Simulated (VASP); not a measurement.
Wanted: the native input for a VASP 6.6.1 run.

- Task: single point
- Functional: r2SCAN
- Potentials or basis: VASP PAW PBE potentials, release 64 (Au, Co)
- Cutoff: 660 eV
- k mesh: 4 × 5 × 5, shifted
- Occupations: methfessel-paxton, width 0.0268 eV
- Spin: no spin polarisation
- Dipole correction: no
- Further INCAR settings: ALGO = Normal; EDIFF = 1e-06; NBANDS = 37

The system is Co5Au.

```
CELL_PARAMETERS angstrom
4.79006 0.02509 -0.00998
-2.37330 4.09427 -0.00330
-0.00831 -0.00797 3.84121
ATOMIC_POSITIONS crystal
Au 0.99411 0.97333 0.01860
Co 0.48038 0.95493 0.45008
Co 0.39758 0.39926 0.50112
Co 0.96307 0.47991 0.52583
Co 0.32582 0.70186 0.01678
Co 0.66427 0.32408 0.97067
```

One way to write it, as run:

POSCAR

```
Co5Au
1.0
    4.7900570000      0.0250930000     -0.0099780000
   -2.3732980000      4.0942700000     -0.0033010000
   -0.0083130000     -0.0079750000      3.8412100000
Au Co
1 5
Direct
    0.9941100000      0.9733300000      0.0186020000
    0.4803810000      0.9549310000      0.4500800000
    0.3975810000      0.3992610000      0.5011200000
    0.9630680000      0.4799050000      0.5258300000
    0.3258240000      0.7018610000      0.0167770000
    0.6642730000      0.3240750000      0.9706680000
```

INCAR.step1

```
  ALGO = Normal
  EDIFF = 1E-5
  ENCUT = 660
  GGA = PE
  GGA_COMPAT = False
  ISMEAR = 1
  LASPH = True
  LCHARG = False
  LREAL = False
  LWAVE = True
  NBANDS = 37
  NELM = 120
  PREC = Accurate
  SIGMA = 0.0268
```

INCAR.step2

```
  ALGO = Normal
  EDIFF = 1E-6
  ENCUT = 660
  GGA_COMPAT = False
  ISIF = 2
  ISMEAR = 1
  ISTART = 1
  LASPH = True
  LCHARG = False
  LMIXTAU = True
  LREAL = False
  LWAVE = False
  METAGGA = R2SCAN
  NBANDS = 37
  NELM = 120
  PREC = Accurate
  SIGMA = 0.0268
```

KPOINTS

```
Automatic mesh
0
Gamma
  4 5 5
  0.5 0 0
```

Potentials or basis: VASP PAW PBE potentials, release 64 (Au, Co).

Run with:

```sh
$ cat potpaw_PBE.64/Au/POTCAR potpaw_PBE.64/Co/POTCAR > POTCAR
$ cp INCAR.step1 INCAR
$ mpirun -np 1 vasp_std > vasp.out
$ cp INCAR.step2 INCAR
$ mpirun -np 1 vasp_std > vasp.out
```

It gave:

```json
{
 "Pressure": "-5.0 GPa",
 "Largest force": "3.895 eV/Å",
 "Band gap on the k mesh": "zero (bands 28 and 29 overlap by 0.14 eV)"
}
```

Caveat: the stress differs along the axes, from -10 to 4 GPa; the PAW data sets were made with another functional, which shifts forces and pressure a little; spin-orbit coupling is left out, which moves the levels of the heavy elements; the run has no spin polarisation, though such a crystal can be magnetic.

Wall time 21 min on 1 thread of Oxide Virtual Turin-like Processor, with other jobs on the host, peak memory 0.31 GiB.
